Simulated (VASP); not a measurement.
# BN (R3m) in VASP: single point with PBEsol

Aim: the single point of BN with PBEsol.

All numbers are computed with VASP 6.6.1; they aren't measurements. Logs are shortened: lines on timing, memory, paths and dates and some standing lists are left out, and cuts for length are marked.

**1. The cell of the first run**

The structure is trigonal, space group R3m (No. 160). The conventional cell has a = 2.502 Å, b = 2.502 Å, c = 10.119 Å, α = 90.00°, β = 90.00°, γ = 120.00°. Within 1.9 Å of B (site symmetry 3m) lie 3 N at 1.44 Å. Within 1.9 Å of N (site symmetry 3m) lie 3 B at 1.44 Å.

**2. Single point, PBEsol**

Contents of INCAR:

```
SYSTEM = BN
PREC = Accurate
ENCUT = 520
EDIFF = 1E-7
ISMEAR = 0
SIGMA = 0.05
LREAL = .FALSE.
LASPH = .TRUE.
NELM = 60
ALGO = Normal
ISIF = 2
LWAVE = .FALSE.
LCHARG = .FALSE.
GGA = PS
NBANDS = 11
```

Contents of KPOINTS:

```
Automatic mesh
0
G
  12 12 12
  0 0 0
```

Contents of POSCAR:

```
BN
1.0
    1.2511217832      0.7223354983      3.3729344033
   -1.2511217832      0.7223354983      3.3729344033
    0.0000000000     -1.4446709967      3.3729344033
B N
1 1
Direct
    0.9996712000      0.9996712000      0.9996712000
    0.3327618000      0.3327618000      0.3327618000
```

Potentials or basis: VASP PAW PBE potentials, release 64 (B, N).

The run is started by

```sh
$ cat potpaw_PBE.64/B/POTCAR potpaw_PBE.64/N/POTCAR > POTCAR
$ mpirun -np 1 vasp_std > vasp.out
```

OUTCAR:

```text
SYSTEM = BN
   PREC = Accurate
   ENCUT = 520
   EDIFF = 1E-7
   ISMEAR = 0
   LREAL = .FALSE.
   LASPH = .TRUE.
   NELM = 60
   ISIF = 2
   GGA = PS

 ion  position               nearest neighbor table
   1  1.000  1.000  1.000-   2 1.44   2 1.44   2 1.44
   2  0.333  0.333  0.333-   1 1.44   1 1.44   1 1.44

  LATTYP: Found a trigonal (rhomboedric) cell.
 ALAT       =     3.6692997666
 COS(alpha) =     0.7674786796

  Lattice vectors:

 A1 = (   1.2511217832,   0.7223354983,   3.3729344033)
 A2 = (  -1.2511217832,   0.7223354983,   3.3729344033)
 A3 = (   0.0000000000,  -1.4446709967,   3.3729344033)

Analysis of symmetry for initial positions (statically):
=====================================================================
 Subroutine PRICEL returns:
 Original cell was already a primitive cell.

 Routine SETGRP: Setting up the symmetry group for a
 trigonal (rhombohedral) supercell.

 Subroutine GETGRP returns: Found  6 space group operations
 (whereof  6 operations were pure point group operations)
 out of a pool of 12 trial point group operations.

The static configuration has the point symmetry C_3v.

Analysis of symmetry for dynamics (positions and initial velocities):
=====================================================================
 Subroutine PRICEL returns:
 Original cell was already a primitive cell.

 Routine SETGRP: Setting up the symmetry group for a
 trigonal (rhombohedral) supercell.

 Subroutine GETGRP returns: Found  6 space group operations
 (whereof  6 operations were pure point group operations)
 out of a pool of 12 trial point group operations.

The dynamic configuration has the point symmetry C_3v.

 Subroutine INISYM returns: Found  6 space group operations
 (whereof  6 operations are pure point group operations),
 and found     1 'primitive' translations

----------------------------------------------------------------------------------------

                                     Primitive cell

  volume of cell :      18.2893

  direct lattice vectors                    reciprocal lattice vectors
     1.251121783  0.722335498  3.372934403     0.399641351  0.230733042  0.098825916
    -1.251121783  0.722335498  3.372934403    -0.399641351  0.230733042  0.098825916
     0.000000000 -1.444670997  3.372934403     0.000000000 -0.461466083  0.098825916

  length of vectors
     3.669299767  3.669299767  3.669299767     0.471929558  0.471929558  0.471929558

  position of ions in fractional coordinates (direct lattice)
     0.999671200  0.999671200  0.999671200
     0.332761800  0.332761800  0.332761800

  ion indices of the primitive-cell ions
   primitive index   ion index
                 1           1
                 2           2

----------------------------------------------------------------------------------------

 KPOINTS: Automatic mesh

Automatic generation of k-mesh.
 Grid dimensions read from file:
 generate k-points for:   12   12   12

 Generating k-lattice:

  Cartesian coordinates                     Fractional coordinates (reciprocal lattice)
     0.033303446  0.019227753  0.008235493     0.083333333  0.000000000  0.000000000
    -0.033303446  0.019227753  0.008235493     0.000000000  0.083333333  0.000000000
     0.000000000 -0.038455507  0.008235493     0.000000000  0.000000000  0.083333333

  Length of vectors
     0.039327463  0.039327463  0.039327463

  Shift w.r.t. Gamma in fractional coordinates (k-lattice)
     0.000000000  0.000000000  0.000000000

 Subroutine IBZKPT returns following result:
 ===========================================

 Found    189 irreducible k-points:

 Following reciprocal coordinates:
            Coordinates               Weight
  0.000000  0.000000  0.000000      1.000000
  0.083333  0.000000 -0.000000      6.000000
  0.166667  0.000000  0.000000      6.000000
  0.250000  0.000000 -0.000000      6.000000
  0.333333 -0.000000 -0.000000      6.000000
  0.416667 -0.000000 -0.000000      6.000000
[... 16 lines left out ...]
  0.500000  0.166667  0.000000     12.000000
 -0.416667  0.166667  0.000000     12.000000
 [... further k-points ...]
   k-points           NKPTS =    189   k-points in BZ     NKDIM =    189   number of bands    NBANDS=     11
   number of dos      NEDOS =    301   number of ions     NIONS =      2
   total plane-waves  NPLWV =  21952
   dimension x,y,z NGX =    28 NGY =   28 NGZ =   28
   dimension x,y,z NGXF=    56 NGYF=   56 NGZF=   56
   ions per type =               1   1
   NGX,Y,Z   is equivalent  to a cutoff of  12.69, 12.69, 12.69 a.u.
   NGXF,Y,Z  is equivalent  to a cutoff of  25.37, 25.37, 25.37 a.u.
 SYSTEM =  BN
   PREC   = accura    normal or accurate (medium, high low for compatibility)
   ISTART =      0    job   : 0-new  1-cont  2-samecut
   ICHARG =      2    charge: 1-file 2-atom 10-const
   ISPIN  =      1    spin polarized calculation?
   LNONCOLLINEAR =      F non collinear calculations
   LSORBIT =      F    spin-orbit coupling
   LASPH  =      T    aspherical Exc in radial PAW
   ENCUT  =  520.0 eV  38.22 Ry    6.18 a.u.   6.82  6.82  6.82*2*pi/ulx,y,z
   NELM   =     60;   NELMIN=  2; NELMDL= -5     # of ELM steps
   EDIFF  = 0.1E-06   stopping-criterion for ELM
   LREAL  =      F    real-space projection
   EDIFFG = 0.1E-05   stopping-criterion for IOM
   NSW    =      0    number of steps for IOM
   IBRION =     -1    ionic relax: 0-MD 1-quasi-New 2-CG
   NFREE  =      0    steps in history (QN), initial steepest desc. (CG)
   ISIF   =      2    stress and relaxation
   ISYM   =      2    0-nonsym 1-usesym 2-fastsym
   POTIM  = 0.5000    time-step for ionic-motion
   TEBEG  =    0.0;   TEEND  =   0.0 temperature during run
   PSTRESS=    0.0 pullay stress
   NELECT =       8.0000    total number of electrons
   NUPDOWN=      -1.0000    fix difference up-down
   EMIN   =  10.00;   EMAX   =-10.00  energy-range for DOS
   EFERMI =   0.00;   METHOD = LEGACY
   ISMEAR =     0;   SIGMA  =   0.05  broadening in eV -4-tet -1-fermi 0-gaus
   EFERMI_NEDOS =   21; number of points for ismear=-14 and -15
   IALGO  =     38    algorithm
   IMIX   =      4    mixing-type and parameters
     AMIX     =   0.40;   BMIX     =  1.00
     AMIX_MAG =   1.60;   BMIX_MAG =  1.00
  volume/ion in A,a.u.               =       9.14        61.71
  Fermi-wavevector in a.u.,A,eV,Ry     =   1.242717  2.348395 21.012099  1.544346
  Thomas-Fermi vector in A             =   2.377059
   LORBIT       =      0    0 simple, 1 ext, 2 COOP (PROOUT), +10 PAW based schemes
   GGA     = PS    functional components
   LHFCALC =     F    Hartree Fock is set to
   AEXX    =    0.0000 exact exchange contribution
   IVDW    =     0    specifies the selected vdW correction
   LEPSILON=     F    determine dielectric tensor
   LRPA    =     F    only Hartree local field effects (RPA)
 non-spin polarized calculation
 Gauss-broadening in eV      SIGMA  =   0.05
  energy-cutoff  :      520.00
  volume of cell :       18.29
 maximum number of plane-waves:       517
   NGX = 13   NGY = 13   NGZ = 13

 number of electron       8.0000000 magnetization

 Free energy of the ion-electron system (eV)
  ---------------------------------------------------
  ext. energy  EPLUGINS =         0.00000000
  ---------------------------------------------------
  free energy    TOTEN  =       -18.28456278 eV

  energy without entropy =      -18.28456278  energy(sigma->0) =      -18.28456278

 E-fermi :   2.3901     XC(G=0): -10.2084

 val. band max:        2.0484391645   @ k =  -0.3333   0.3333   0.0000
 cond. band min:       6.2264832889   @ k =   0.5000   0.5000  -0.0000
 fundamental gap:      4.1780441243
 Fermi energy:         2.3901005554

 k-point     1 :       0.0000    0.0000    0.0000
  band No.  band energies     occupation
      1     -15.6883      2.00000
      2      -2.1555      2.00000
      3       0.7877      2.00000
      4       0.7877      2.00000
      5       7.0182      0.00000
      6      13.6897      0.00000
      7      13.6897      0.00000
      8      15.1651      0.00000
      9      16.7695      0.00000
     10      27.7329      0.00000
     11      29.7586      0.00000

 k-point     2 :       0.0833    0.0000   -0.0000
  band No.  band energies     occupation
      1     -15.5497      2.00000
      2      -2.0064      2.00000
      3       0.2180      2.00000
      4       0.5286      2.00000
      5       7.3008      0.00000
      6      13.6101      0.00000
      7      14.2851      0.00000
      8      14.6929      0.00000
      9      17.2088      0.00000
     10      27.7921      0.00000
     11      28.2063      0.00000

 k-point     3 :       0.1667    0.0000    0.0000
  band No.  band energies     occupation
      1     -15.1418      2.00000
      2      -1.5734      2.00000
      3      -1.2011      2.00000
      4      -0.1019      2.00000
      5       8.0449      0.00000
      6      13.3544      0.00000
      7      13.5337      0.00000
      8      15.9022      0.00000
      9      18.2566      0.00000
     10      25.0514      0.00000
     11      27.4258      0.00000

 k-point     4 :       0.2500    0.0000   -0.0000
  band No.  band energies     occupation
      1     -14.4921      2.00000
      2      -3.0212      2.00000
      3      -0.8471      2.00000
      4      -0.8321      2.00000
      5       9.0635      0.00000
      6      11.7294      0.00000
      7      13.3748      0.00000
      8      18.1907      0.00000
      9      19.3307      0.00000
     10      22.8838      0.00000
     11      25.8106      0.00000

 k-point     5 :       0.3333   -0.0000   -0.0000
  band No.  band energies     occupation
      1     -13.6700      2.00000
      2      -4.8259      2.00000
      3      -1.4588      2.00000
      4       0.0673      2.00000
      5       9.3011      0.00000
      6      10.8775      0.00000
      7      13.4631      0.00000
      8      19.2935      0.00000
      9      20.7556      0.00000
     10      22.0761      0.00000
     11      24.6430      0.00000
[... 211 lines left out ...]
 k-point    21 :       0.3333    0.1667   -0.0000
  band No.  band energies     occupation
      1     -14.0857      2.00000
      2      -3.4290      2.00000
      3      -1.8195      2.00000
      4      -0.7430      2.00000
      5       9.7556      0.00000
      6      11.6682      0.00000
      7      14.4773      0.00000
      8      16.9828      0.00000
      9      20.2361      0.00000
     10      21.6794      0.00000
     11      26.3091      0.00000

 k-point    22 :       0.4167    0.1667    0.0000
  band No.  band energies     occupation
      1     -13.3005      2.00000
      2      -4.8227      2.00000
      3      -2.6738      2.00000
      4       0.1458      2.00000
      5       8.9391      0.00000
      6      12.4445      0.00000
      7      14.9903      0.00000
      8      17.5182      0.00000
      9      19.1600      0.00000
     10      22.3797      0.00000
     11      25.1980      0.00000

 k-point    23 :       0.5000    0.1667    0.0000
  band No.  band energies     occupation
      1     -12.5453      2.00000
      2      -6.0502      2.00000
      3      -3.1874      2.00000
      4       1.1111      2.00000
      5       7.7717      0.00000
      6      13.4097      0.00000
      7      15.2289      0.00000
      8      17.0879      0.00000
      9      19.2505      0.00000
     10      22.2895      0.00000
     11      25.3117      0.00000

 k-point    24 :      -0.4167    0.1667    0.0000
  band No.  band energies     occupation
      1     -12.2097      2.00000
      2      -6.5652      2.00000
      3      -3.3584      2.00000
      4       1.7263      2.00000
      5       7.1645      0.00000
      6      13.4627      0.00000
      7      15.4399      0.00000
      8      16.2845      0.00000
      9      19.6374      0.00000
     10      22.9602      0.00000
     11      25.0678      0.00000

 [... further k-points ...]

------------------------ aborting loop because EDIFF is reached ----------------------------------------

  FORCE on cell =-STRESS in cart. coord.  units (eV):
  Direction    XX          YY          ZZ          XY          YZ          ZX
  --------------------------------------------------------------------------------------
  -------------------------------------------------------------------------------------
  Total        0.1558953      0.1558953      0.0378165      0.0000000     -0.0000000      0.0000000
  in kB       13.6567012     13.6567012      3.3127953      0.0000000     -0.0000000      0.0000000
  external PRESSURE =      10.2087326 kB  Pullay stress =       0.0000000 kB

 VOLUME and BASIS-vectors are now :
 -----------------------------------------------------------------------------
  energy-cutoff  :      520.00
  volume of cell :       18.29
      direct lattice vectors                 reciprocal lattice vectors
     1.251121783  0.722335498  3.372934403     0.399641351  0.230733042  0.098825916
    -1.251121783  0.722335498  3.372934403    -0.399641351  0.230733042  0.098825916
     0.000000000 -1.444670997  3.372934403     0.000000000 -0.461466083  0.098825916

 POSITION                                       TOTAL-FORCE (eV/Angst)
 -----------------------------------------------------------------------------------
      0.00000     -0.00000     10.11548         0.000000      0.000000     -0.002637
      0.00000     -0.00000      3.36715         0.000000     -0.000000      0.002637
 -----------------------------------------------------------------------------------
    total drift:                               -0.000000     -0.000000     -0.000066

  FREE ENERGIE OF THE ION-ELECTRON SYSTEM (eV)
  ---------------------------------------------------
  free  energy   TOTEN  =       -18.2845627848 eV

  energy  without entropy=      -18.2845627848  energy(sigma->0) =      -18.28456278
```

Run time: 1.8 min. Hardware: 1 thread of AMD EPYC 7R13, shared host; peak memory 0.14 GiB.

What came out:

- Free energy: -18.2846 eV
- Pressure: 1.0 GPa
- Band gap on the k mesh: 4.18 eV (least direct gap 4.63 eV)

Forces in eV/Å, atoms in the order of the input:
```
B    0.000  0.000 -0.003
N    0.000  0.000  0.003
```

Stress tensor (GPa, compression positive):
```
1.37 0.00 0.00
0.00 1.37 0.00
0.00 0.00 0.33
```

Levels at points of the mesh, in eV from the valence-band top:
| k point | band 1 | band 2 | band 3 | band 4 | band 5 | band 6 | band 7 | band 8 | band 9 |
| --- | --- | --- | --- | --- | --- | --- | --- | --- | --- |
| (0.00, 0.00, 0.00) | -17.74 | -4.20 | -1.26 | -1.26 | 4.97 | 11.64 | 11.64 | 13.12 | 14.72 |
| (0.50, 0.00, 0.00) | -14.52 | -8.94 | -4.06 | -0.60 | 5.21 | 9.86 | 12.87 | 14.85 | 19.77 |
| (0.50, 0.50, 0.00) | -14.45 | -8.82 | -4.12 | -1.19 | 4.18 | 9.85 | 14.06 | 17.39 | 20.19 |
| (0.50, 0.50, 0.50) | -17.47 | -6.21 | -1.28 | -1.28 | 9.98 | 11.57 | 11.57 | 12.23 | 16.25 |

Caveat: the PAW data sets were made with another functional, which shifts forces and pressure a little. A k mesh can miss the band edges.
